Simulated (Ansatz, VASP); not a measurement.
**Be in VASP and in Ansatz**

Contents of INCAR:

```
PREC = Accurate
ENCUT = 600
EDIFF = 1E-6
ISMEAR = 0
SIGMA = 0.05
LREAL = F
LASPH = T
NELM = 120
ALGO = Normal
ISIF = 2
LWAVE = F
LCHARG = T
GGA = PE
LELF = T
LVHAR = T
NBANDS = 7
GGA_COMPAT = F
```

KPOINTS

```
regular mesh
0
Gamma
  22 22 22
```

Contents of POSCAR:

```
Be
1.0
    0.0000000000      1.5830494878      1.5830494878
    1.5830494878      0.0000000000      1.5830494878
    1.5830494878      1.5830494878      0.0000000000
Be
1
Direct
    0.0000000000      0.0000000000      0.0000000000
```

Input for Ansatz:

```yaml
crystal:
  lattice:
    - [0.0, 1.5830494878, 1.5830494878]
    - [1.5830494878, 0.0, 1.5830494878]
    - [1.5830494878, 1.5830494878, 0.0]
  atoms:
    - { symbol: Be, position: [0.0, 0.0, 0.0] }
basis:
  ecutwfc: 420
  ecutrho_ratio: 4
kpoints:
  mp_grid: { grid: [22, 22, 22] }
hamiltonian:
  xc: pbe
scf:
  occupations: { method: gaussian, width: 0.05 }
output:
  forces: true
  stress: true
  eigenvalues: true
```

Alike in both runs: task single point; functional PBE; k mesh 22 × 22 × 22; occupations gaussian, width 0.05 eV; no spin polarisation.

|  | VASP | Ansatz |
| --- | --- | --- |
| version | VASP 6.6.1 | Ansatz 0.2.0 |
| potentials or method | VASP PAW PBE potentials, release 64 (Be), cutoff 600 eV | scalar-relativistic, plane waves, PAW |
| valence electrons in the cell | 2 | 2 |

|  | VASP | Ansatz | Ansatz less VASP |
| --- | --- | --- | --- |
| pressure (GPa) | -0.8 | -0.9 | -0.15 |

The functional is the same, so the differences come from potentials, cutoffs and numerics.
